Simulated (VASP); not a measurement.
Wanted: the native input for a VASP 6.6.1 run.

| Item | Value |
| --- | --- |
| Task | single point |
| Functional | PBEsol |
| Potentials or basis | VASP PAW PBE potentials, release 64 (In_d) |
| Cutoff | 520 eV |
| k mesh | 13 × 13 × 13 |
| Occupations | gaussian, width 0.1 eV |
| Spin | no spin polarisation |
| Dipole correction | no |
| Further INCAR settings | ALGO = Normal; EDIFF = 1e-06; NBANDS = 12 |

The structure of In lies in POSCAR:

```
In
1.0
    2.8507643983      0.0000000000      0.0000000000
    0.0000000000      2.8507643983      0.0000000000
    0.0000000000      0.0000000000      2.8507643983
In
1
Direct
    0.0000000000      0.0000000000      0.0000000000
```

These files were run (other wordings do the same):

INCAR

```
  PREC = Accurate
  ENCUT = 520
  EDIFF = 1E-6
  ISMEAR = 0
  SIGMA = 0.1
  LREAL = False
  LASPH = True
  NELM = 100
  ALGO = Normal
  ISIF = 2
  LWAVE = False
  LCHARG = False
  GGA = PS
  NBANDS = 12
```

KPOINTS

```
regular mesh
0
Gamma
  13 13 13
```

Potentials or basis: VASP PAW PBE potentials, release 64 (In_d).

Command:

```console
$ cat potpaw_PBE.64/In_d/POTCAR > POTCAR
$ mpirun -np 1 vasp_std > vasp.out
```

Results of the run:

| Item | Value |
| --- | --- |
| Pressure | 10.0 GPa |

Caveat: the PAW data sets were made with another functional, which shifts forces and pressure a little.

Wall time 15 s on 1 thread of AMD EPYC 9R45 (Zen 5), with other jobs on the host, peak memory 0.11 GiB.
